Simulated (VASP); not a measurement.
## Pt: single point with PBEsol

Sheet: Pt, a sheet with vacuum.

```
Pt
1.0
     2.52308    0.00000    0.00000
     0.00000    2.52308    0.00000
     0.00000    0.00000   23.80000
Pt
1
Direct
  0.00000 0.00000 0.29412
```

```yaml
Program: VASP 6.6.1
Task: single point
Functional: PBEsol
Potentials_or_basis: VASP PAW PBE potentials, release 64 (Pt)
Cutoff: 520 eV
k_mesh: 10 × 10 × 1
Occupations: fermi-dirac, width 0.05 eV
Spin: no spin polarisation
```

| Item | Value |
| --- | --- |
| Band gap on the k mesh | zero (band 5 reaches -1.77 eV, above the bottom of band 6 at -5.49 eV) |

Levels at points of the mesh, in eV from the Fermi level:
```
           k point  band 3  band 4  band 5  band 6  band 7  band 8
(0.00, 0.00, 0.00)   -2.17    0.08    0.08    1.00    1.84    6.14
(0.50, 0.00, 0.00)   -1.50   -0.81    0.46    1.89    6.38    7.54
(0.50, 0.50, 0.00)   -2.85   -0.08    2.93    7.85    7.85   12.64
```

It took 78 s on 1 thread of Intel Xeon 8259CL, on a shared host, peak memory 0.25 GiB.

Caveat: spin-orbit coupling is left out, which moves the levels of the heavy elements.
